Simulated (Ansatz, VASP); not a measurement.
Two plane-wave programs on Re

File INCAR:

```
SYSTEM = Re
  PREC = Accurate
  ENCUT = 520
  EDIFF = 1E-6
  ISMEAR = 0
  SIGMA = 0.15
  LREAL = .False.
  LASPH = .True.
  NELM = 60
  ALGO = Normal
  ISIF = 2
  LWAVE = .False.
  LCHARG = .False.
  GGA = PE
  NBANDS = 10
```

Contents of KPOINTS:

```
regular mesh
0
Gamma
  10 10 10
  0 0 0
```

POSCAR

```
Re
1.0
    0.0000000000      2.2423908675      1.5638433910
    2.2423908675      0.0000000000      1.5638433910
    2.2423908675      2.2423908675      0.0000000000
Re
1
Direct
    0.0000000000      0.0000000000      0.0000000000
```

Input for Ansatz:

```yaml
crystal:
  lattice:
    - [0.0, 2.2423908675, 1.563843391]
    - [2.2423908675, 0.0, 1.563843391]
    - [2.2423908675, 2.2423908675, 0.0]
  atoms:
    - { symbol: Re, position: [0.0, 0.0, 0.0] }
basis:
  ecutwfc: 420
kpoints:
  mp_grid: { grid: [10, 10, 10] }
hamiltonian:
  xc: pbe
scf:
  occupations: { method: gaussian, width: 0.15 }
output:
  forces: true
  stress: true
  eigenvalues: true
```

Alike in both runs: task single point; functional PBE; k mesh 10 × 10 × 10; occupations gaussian, width 0.15 eV; no spin polarisation.

|  | VASP | Ansatz |
| --- | --- | --- |
| version | VASP 6.6.1 | Ansatz 0.2.0 |
| potentials or method | VASP PAW PBE potentials, release 64 (Re), cutoff 520 eV | scalar-relativistic, plane waves, PAW |
| valence electrons in the cell | 7 | 15 |

```csv
,VASP,Ansatz,Ansatz less VASP
gap on the k mesh at the Fermi level (eV),none,none,-
pressure (GPa),-14.1,-13.4,+0.68
"traceless stress, the component that is largest in VASP (GPa)",-0.32,-0.26,+0.056
```

A gap of «none» marks a metal or a gap that the smearing closes. The functional is the same, so the differences come from potentials, cutoffs and numerics. VASP's potentials hold 7 valence electrons a cell and Ansatz's 15, so a difference there can come from the potentials and not from the codes.

Neither program's run includes spin-orbit coupling.
